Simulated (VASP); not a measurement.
Write the native input for VASP 6.6.1 that does the following.

| Property | Result |
| --- | --- |
| Task | electric field gradients |
| Functional | PBE |
| Potentials or basis | VASP PAW PBE potentials, release 64 (In_d) |
| Cutoff | 520 eV |
| k mesh | 14 × 14 × 14 |
| Occupations | fermi-dirac, width 0.05 eV |
| Spin | no spin polarisation |
| Dipole correction | no |
| Further INCAR settings | ALGO = Normal; EDIFF = 1e-08; NBANDS = 12 |

The structure of In lies in POSCAR:

```
In
1.0
   -1.6261500000      1.6261500000      2.4739500000
    1.6261500000     -1.6261500000      2.4739500000
    1.6261500000      1.6261500000     -2.4739500000
In
1
Direct
    0.0000000000      0.0000000000      0.0000000000
```

These files were run (other wordings do the same):

INCAR

```
SYSTEM = In
  PREC = Accurate
  ENCUT = 520
  EDIFF = 1E-8
  ISMEAR = -1
  SIGMA = 0.05
  LREAL = .FALSE.
  LASPH = .TRUE.
  NELM = 100
  ALGO = Normal
  ISIF = 2
  LWAVE = .FALSE.
  LCHARG = .FALSE.
  GGA = PE
  LEFG = .TRUE.
  NBANDS = 12
```

KPOINTS

```
regular mesh
0
G
  14 14 14
  0 0 0
```

Potentials or basis: VASP PAW PBE potentials, release 64 (In_d).

Run with:

```sh
$ cat potpaw_PBE.64/In_d/POTCAR > POTCAR
$ mpirun -np 1 vasp_std > vasp.out
```

Results of the run:

The pressure is 1.9 GPa.

Caveat: without QUAD_EFG the Cq values of the log hold for a quadrupole moment of 1 mb, not for the nuclei.

Run time: 59 s on 1 thread of Intel Xeon 6975P-C, with other jobs on the host, peak memory 0.21 GiB.
